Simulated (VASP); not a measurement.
# H21ClO10 in VASP: notebook, part 2 of 2

VASP 6.6.1.

## 4. Single point, PBE

INCAR

```
SYSTEM = H21ClO10
ALGO = Normal
EDIFF = 1E-6
ENCUT = 520
GGA = PE
ISIF = 2
ISMEAR = -1
LASPH = .True.
LCHARG = .False.
LREAL = Auto
LWAVE = .False.
NBANDS = 66
NELM = 60
PREC = Accurate
SIGMA = 0.05
```

KPOINTS

```
k-points
0
Gamma
  1 1 1
  0 0 0
```

POSCAR

```
H21ClO10
1.0
    7.6986900000      0.0000000000      0.0000000000
    0.0000000000      7.6986900000      0.0000000000
    0.0000000000      0.0000000000      7.6986900000
O H Cl
10 21 1
Direct
    1.0033005615      0.8733433870      0.0802474187
    0.3569308545      0.9205851905      0.2263372080
    0.3954179218      0.7735991448      0.7313971598
    0.4360612000      0.0502163355      0.9231310781
    0.7991879138      0.4093553579      0.4219678932
    0.7250584190      0.1666906967      0.1857328974
    0.6260935302      0.3789216087      0.7797950041
    0.4031854770      0.5002019824      0.4447899578
    0.1153053312      0.4020813931      0.2571866123
    0.6987682320      0.7531411188      0.6044664742
    0.9486029441      0.7815225707      0.1496748148
    0.9179743567      0.8744474709     -0.0125216108
    0.4143042518      0.9952992003      0.1381144065
    0.2464055573      0.8924765122      0.1622743610
    0.5215302863      0.7604930189      0.6775828095
    0.3182749273      0.7212395875      0.6473828664
    0.4888623909      0.1560655124      0.8899566030
    0.4289171275     -0.0137815654      0.8096832058
    0.9175327231      0.4252411774      0.3787007920
    0.7444902964      0.3257956873      0.3455003384
    0.8156062915      0.0846637545      0.1722890518
    0.7445162748      0.2560955175      0.0942368117
    0.6468762867      0.4905639791      0.8291280724
    0.7319686856      0.3606587614      0.7041587595
    0.5005267130      0.4987601787      0.3739857041
    0.4180841156      0.4388149153      0.5493532016
    0.1291648319      0.2791254096      0.2123218366
    0.2186086204      0.4317357888      0.3270296635
    0.7441006197      0.8594189401      0.5482621069
    0.7313062352      0.6648403819      0.5171139506
    0.4977859870      0.8043056676      0.1945785582
    0.6301981246      0.6878183171      0.1146688592
```

Launch:

```
$ cat potpaw_PBE.64/O/POTCAR potpaw_PBE.64/H/POTCAR potpaw_PBE.64/Cl/POTCAR > POTCAR
$ mpirun -np 1 vasp_gam > vasp.out
```

Run time: 49 s. Hardware: 1 thread of AMD EPYC 7R43 (Zen 3), shared host; peak memory 0.41 GiB.

Results (log left out):

```yaml
Free_energy: -151.1718 eV
Pressure: 0.3 GPa
Largest_force: 3.447 eV/Å
Band_gap_on_the_k_mesh: 3.95 eV
```

Forces in eV/Å, atoms in the order of the input:
```
O   -0.369 -0.129  0.513
O    0.008 -0.367 -0.210
O    1.402  0.048 -0.306
O   -0.359 -0.677 -0.666
O   -0.328  1.111  1.526
O   -1.133  1.799 -0.584
O    1.184 -1.406 -1.101
O   -3.300  0.987 -0.116
O   -0.355 -1.460 -0.743
O    1.572  0.539 -1.140
H    0.255 -0.019  0.195
H    0.103  0.221 -0.576
H   -0.142  0.412 -0.446
H    0.722 -0.186  0.390
H   -2.003  0.035  0.535
H   -0.023  0.007 -0.322
H    0.744  1.678 -0.125
H   -0.494 -0.562  0.965
H    0.443 -0.277 -0.426
H    0.062 -0.674 -0.428
H    1.267 -1.141 -0.250
H   -0.217 -0.823  0.454
H   -0.119  1.165  0.608
H   -1.238  0.174  0.420
H    2.393 -0.139 -1.252
H    0.860 -0.925  1.407
H    0.081  1.724  0.753
H    0.421 -0.156  0.007
H   -0.430 -0.331  0.541
H   -0.277 -0.438  0.286
H   -0.461 -0.411 -0.459
Cl  -0.267  0.220  0.549
```

Stress tensor (GPa, compression positive):
```
-0.02  0.28  0.29
 0.28  0.63 -0.14
 0.29 -0.14  0.40
```

Levels at points of the mesh, in eV from the valence-band top:
| k point | band 42 | band 43 | band 44 | band 45 | band 46 | band 47 |
| --- | --- | --- | --- | --- | --- | --- |
| (0.00, 0.00, 0.00) | -0.49 | -0.31 | 0.00 | 3.95 | 6.11 | 6.44 |

Caveat: the k points lie up to 0.82 Å⁻¹ apart.

## 5. Single point, PBE

INCAR

```
SYSTEM = H21ClO10
  ALGO = Normal
  EDIFF = 1E-6
  ENCUT = 520
  GGA = PE
  ISIF = 2
  ISMEAR = -1
  LASPH = .TRUE.
  LCHARG = .FALSE.
  LREAL = Auto
  LWAVE = .FALSE.
  NBANDS = 66
  NELM = 100
  PREC = Accurate
  SIGMA = 0.05
```

KPOINTS

```
k-points
0
G
  1 1 1
  0 0 0
```

POSCAR

```
H21ClO10
1.0
    7.6986900000      0.0000000000      0.0000000000
    0.0000000000      7.6986900000      0.0000000000
    0.0000000000      0.0000000000      7.6986900000
O H Cl
10 21 1
Direct
    1.0288113952      0.8554442379      0.1037838905
    0.3531380014      0.9188576238      0.2077236517
    0.3807660784      0.8528334041      0.6505002799
    0.4226952897      0.0704405555      0.9214035115
    0.7948754918      0.3701279049      0.4610914324
    0.7318777610      0.1306066357      0.1426606345
    0.5762149145      0.4203572296      0.7715338584
    0.3882998276      0.4675860439      0.4985783296
    0.1262552460      0.3909756075      0.2729815072
    0.7592720320      0.7732484358      0.5418973877
    0.9333276181      0.7733783280      0.1104733403
    1.0412550707      0.8551584750     -0.0220557004
    0.3634384551      0.9681257461      0.0882228015
    0.2276361303      0.8853973858      0.2112567203
    0.4943957998      0.8095792921      0.6268858728
    0.3042855343      0.7535178063      0.6297564910
    0.3972753806      0.1963580817      0.8819682310
    0.3773629020     -0.0013378900      0.8168402676
    0.9145192234      0.3628669293      0.4117583641
    0.7401389067      0.2934655117      0.3793372639
    0.8013181463      0.0199384571      0.1588192277
    0.6854283001      0.1012509921      0.0364867270
    0.6238723731      0.4893689706      0.8618609140
    0.6808690829      0.3646724313      0.7116925087
    0.4655597251      0.5071642059      0.4039518412
    0.4581169004      0.4576622776      0.6026869506
    0.0927300619      0.2822298339      0.2320654553
    0.2226482687      0.3816883132      0.3668935884
    0.8029288100      0.8774869491      0.4898106041
    0.7887315894      0.6803754925      0.4624553008
    0.4444392488      0.8251663595      0.1923184334
    0.6364069731      0.6835448628      0.1536625062
```

Launch:

```
$ cat potpaw_PBE.64/O/POTCAR potpaw_PBE.64/H/POTCAR potpaw_PBE.64/Cl/POTCAR > POTCAR
$ mpirun -np 1 vasp_gam > vasp.out
```

Run time: 54 s. Hardware: 1 thread of AMD EPYC 7R43 (Zen 3), shared host; peak memory 0.41 GiB.

Results (log left out):

```yaml
Free_energy: -151.4301 eV
Pressure: 0.3 GPa
Largest_force: 3.972 eV/Å
Band_gap_on_the_k_mesh: 3.80 eV
```

Forces in eV/Å, atoms in the order of the input:
```
O    0.119  0.215 -0.494
O   -0.963  0.725  0.404
O   -1.588  0.299  0.316
O   -1.369  1.243 -2.012
O    1.070 -0.057  0.244
O    2.545 -0.950  2.899
O    1.022 -1.938 -1.383
O   -0.836  0.446 -1.853
O    1.328  2.109  2.054
O   -0.198 -0.087  1.000
H   -0.767 -0.666  0.819
H    0.421  0.386 -0.149
H    0.346  1.626 -0.939
H    0.051 -0.749 -0.004
H    1.474 -0.384 -0.344
H    0.195  0.077 -0.028
H    0.648 -1.861  0.913
H    0.904  0.327  0.792
H   -0.077  0.638  0.407
H   -0.951 -0.468 -0.628
H   -0.559  1.334  0.243
H   -1.913 -0.227 -2.991
H    0.400  1.028  1.265
H   -1.261  0.827  0.465
H   -0.135 -0.097  0.463
H    0.675 -0.103  0.875
H   -0.258 -2.177 -0.747
H   -1.116 -0.007 -1.162
H    0.119  0.507 -0.360
H   -0.141 -0.411 -0.334
H    0.847 -1.437  0.534
Cl  -0.031 -0.168 -0.263
```

Stress tensor (GPa, compression positive):
```
-0.34  0.52  0.88
 0.52  0.37  0.00
 0.88  0.00  1.00
```

Levels at points of the mesh, in eV from the valence-band top:
| k point | band 42 | band 43 | band 44 | band 45 | band 46 | band 47 |
| --- | --- | --- | --- | --- | --- | --- |
| (0.00, 0.00, 0.00) | -0.57 | -0.15 | 0.00 | 3.80 | 6.13 | 6.28 |

Caveat: the k points lie up to 0.82 Å⁻¹ apart.

## 6. Single point, PBE

INCAR, as its differences from that of step 5:

```diff
@@ -8,7 +8,9 @@
   LASPH = .TRUE.
-  LCHARG = .FALSE.
+  LCHARG = .TRUE.
+  LELF = .TRUE.
   LREAL = Auto
+  LVHAR = .TRUE.
   LWAVE = .FALSE.
   NBANDS = 66
-  NELM = 100
+  NELM = 60
   PREC = Accurate
```

KPOINTS is that of step 5.

POSCAR

```
H21ClO10
1.0
    7.6986900000      0.0000000000      0.0000000000
    0.0000000000      7.6986900000      0.0000000000
    0.0000000000      0.0000000000      7.6986900000
O H Cl
10 21 1
Direct
    1.0341889334      0.8146580782      0.1330615988
    0.3776746433      0.9089338576      0.1361530338
    0.4204481542      0.9284826380      0.5945427079
    0.3789605764      0.1338279629      0.8918010727
    0.7876794624      0.3341087899      0.5197767412
    0.7572067456      0.1116683488      0.1253070328
    0.5661092991      0.4076927373      0.8228802563
    0.3661142350      0.5077746993      0.4876024363
    0.0916519564      0.3742195101      0.3081563227
    0.8050980102      0.8096961951      0.4990849093
    0.9263264270      0.8743955140      0.1473367547
    1.0075999943      0.6902992587      0.1257486663
    0.3862605196      1.0211867214      0.0367335222
    0.2594727155      0.8685763422      0.1211764599
    0.5327269964      0.8850466768      0.6029857028
    0.3612432765      0.8195160475      0.5777606320
    0.4492062935      0.2386639805      0.8868002219
    0.3797139513      0.0592178669      0.7895888781
    0.8996855309      0.3390446946      0.4563763445
    0.7101727697      0.2723580245      0.4389318183
    0.8574445782      0.0966657964      0.0618287007
    0.6673343127      0.0617897331      0.0451505386
    0.6213005070      0.4845759473      0.9031276750
    0.6564623332      0.3729335770      0.7358914309
    0.4618188289      0.5381954592      0.3976520681
    0.4438937014      0.4946296058      0.5802935305
    0.1233456601      0.2857109456      0.2168550753
    0.1957605774      0.3988730550      0.3738817903
    0.7528033990      0.7203693096      0.4298393623
    0.9035693085      0.7674682316      0.5577572288
    0.4722102072      0.8182560929      0.1316587627
    0.6201574554      0.6407973305      0.1789525231
```

Potentials or basis: VASP PAW PBE potentials, release 64 (O, H, Cl).

Launch:

```
$ cat potpaw_PBE.64/O/POTCAR potpaw_PBE.64/H/POTCAR potpaw_PBE.64/Cl/POTCAR > POTCAR
$ mpirun -np 1 vasp_gam > vasp.out
```

Run time: 62 s. Hardware: 1 thread of AMD EPYC 7R43 (Zen 3), shared host; peak memory 0.41 GiB.

Results (log left out):

```yaml
Free_energy: -151.7212 eV
Pressure: 0.8 GPa
Largest_force: 3.440 eV/Å
Band_gap_on_the_k_mesh: 4.25 eV
```

Forces in eV/Å, atoms in the order of the input:
```
O    1.335 -0.756 -0.504
O    0.089  3.054 -0.980
O   -2.113  0.907  0.335
O   -1.135 -1.480  2.104
O   -0.438 -0.262 -0.183
O   -3.359 -0.410  0.621
O    0.060 -0.889 -1.578
O    0.768  1.039 -2.800
O   -0.723 -1.223 -1.683
O   -1.256  1.768  0.197
H   -1.016  0.227  0.461
H   -0.115  0.384  0.192
H    0.099 -0.687  0.118
H   -1.328 -0.885  0.248
H    3.173 -0.430  0.039
H   -0.921 -0.462 -0.264
H    0.844  1.004 -0.651
H    0.347 -0.105 -1.059
H   -0.115  0.043  0.014
H    0.430  0.185  0.261
H    2.728 -0.043 -1.697
H    0.809  0.606  0.892
H    0.415  0.761  1.058
H   -0.234  0.208  0.338
H   -1.573 -0.188  0.286
H    0.856 -0.661  2.502
H   -0.288  1.122  1.313
H    0.928  0.180  0.489
H   -0.044 -0.839 -0.669
H    1.177 -0.864  0.590
H    0.437 -0.936  0.182
Cl   0.162 -0.368 -0.171
```

Stress tensor (GPa, compression positive):
```
 2.47 -0.19  0.98
-0.19  0.42  0.09
 0.98  0.09 -0.38
```

Levels at points of the mesh, in eV from the valence-band top:
```
           k point  band 40  band 41  band 42  band 43  band 44  band 45  band 46  band 47  band 48  band 49
(0.00, 0.00, 0.00)    -0.44    -0.37    -0.20    -0.14     0.00     4.25     6.30     6.76     6.99     7.33
```

Caveat: the k points lie up to 0.82 Å⁻¹ apart.

## 7. Single point, PBE

INCAR

```
SYSTEM = H21ClO10
ALGO = Normal ; EDIFF = 1E-6
ENCUT = 520 ; GGA = PE
ISIF = 2 ; ISMEAR = -1
LASPH = .TRUE. ; LCHARG = .TRUE.
LELF = .TRUE. ; LREAL = Auto
LVHAR = .TRUE. ; LWAVE = .FALSE.
NBANDS = 66 ; NELM = 100
PREC = Accurate ; SIGMA = 0.05
```

KPOINTS is that of step 6.

POSCAR

```
H21ClO10
1.0
    7.6986900000      0.0000000000      0.0000000000
    0.0000000000      7.6986900000      0.0000000000
    0.0000000000      0.0000000000      7.6986900000
O H Cl
10 21 1
Direct
    1.0655059497      0.7704427636      0.1798617687
    0.3508648874      0.9040888775      0.0604908108
    0.5045663613      0.9895449745      0.5595627308
    0.3618537699      0.1469730565      0.8144372614
    0.7786909201      0.2944137249      0.5964261452
    0.8076698763      0.1104213834      0.0978088480
    0.5720843416      0.3851174680      0.8594838862
    0.3405514445      0.6083242734      0.4826015855
    0.0494499714      0.3805452616      0.3642437869
    0.8092545615      0.8556520655      0.4889922831
    0.9829984062      0.8417665863      0.2469900723
    1.0257849063      0.6554751523      0.1557537711
    0.3653738493      1.0596088425     -0.0931457170
    0.2453794087      0.8642639202      0.1362829261
    0.6238334054      0.9503824677      0.5851644890
    0.4291639227      0.8904372043      0.5589522373
    0.4521028902      0.2424828120      0.8470402107
    0.4216951196      0.0851053881      0.7056525201
    0.8764478113      0.3426686878      0.5280248977
    0.6820511022      0.2636422560      0.5224784996
    0.8160868927      0.1997352796      0.1939680647
    0.8053188270     -0.0019483834      0.1511685754
    0.6164035700      0.4213573998      0.9826606864
    0.6710362412      0.3787007920      0.7757033989
    0.4193700487      0.6166633544      0.3830262032
    0.4141094134      0.5514704450      0.5659794069
    0.1098758360      0.3229640367      0.2774238215
    0.1420241626      0.4543760042      0.4064587612
    0.7260456000      0.7711831493      0.4526744160
    0.8865014697      0.8116186000      0.5796960262
    0.4383862709      0.8185288666      0.0835596705
    0.5928411197      0.5768383972      0.1733152004
```

Launch:

```
$ cat potpaw_PBE.64/O/POTCAR potpaw_PBE.64/H/POTCAR potpaw_PBE.64/Cl/POTCAR > POTCAR
$ mpirun -np 1 vasp_gam > vasp.out
```

It took 63 s on 1 thread of AMD EPYC 7R43 (Zen 3), shared host; peak memory 0.4 GiB.

Results (log left out):

* Free energy: -151.7236 eV
* Pressure: 0.6 GPa
* Largest force: 2.883 eV/Å
* Band gap on the k mesh: 3.82 eV

Forces in eV/Å, atoms in the order of the input:
```
O    0.262  1.601  0.442
O   -1.683  0.625  0.703
O   -0.198  1.212  0.441
O    0.078 -0.078 -1.463
O    0.390  0.308  0.558
O    0.276  1.922  0.630
O    0.581  0.288  0.658
O   -0.523  0.436  0.245
O   -1.206  1.095  1.431
O    0.970  1.203  0.476
H    0.125 -1.051 -0.143
H   -0.726 -0.636  0.205
H   -0.327 -1.202  1.345
H    1.182  0.326 -1.499
H    0.202 -0.045 -0.246
H   -0.470 -1.095 -0.298
H    0.567  0.943  0.149
H   -0.253  0.188  0.349
H   -0.482 -0.428 -0.291
H    0.130  0.072 -0.568
H   -0.203 -1.321 -1.122
H   -0.194 -0.486  0.466
H   -0.745 -0.153 -1.482
H   -0.146 -0.320  0.333
H    0.224 -0.109 -0.899
H    0.168 -0.430  0.791
H    0.929 -1.770 -2.078
H    0.503  0.879  0.725
H   -0.278 -1.341 -0.429
H   -0.327 -0.285 -0.328
H    0.878 -0.776  0.136
Cl   0.295  0.425  0.763
```

Stress tensor (GPa, compression positive):
```
 0.47 -0.20 -0.08
-0.20  1.21 -0.09
-0.08 -0.09  0.18
```

Levels at points of the mesh, in eV from the valence-band top:
| k point | band 41 | band 42 | band 43 | band 44 | band 45 | band 46 | band 47 | band 48 |
| --- | --- | --- | --- | --- | --- | --- | --- | --- |
| (0.00, 0.00, 0.00) | -0.45 | -0.29 | -0.10 | 0.00 | 3.82 | 5.93 | 6.23 | 6.63 |

Caveat: the k points lie up to 0.82 Å⁻¹ apart.
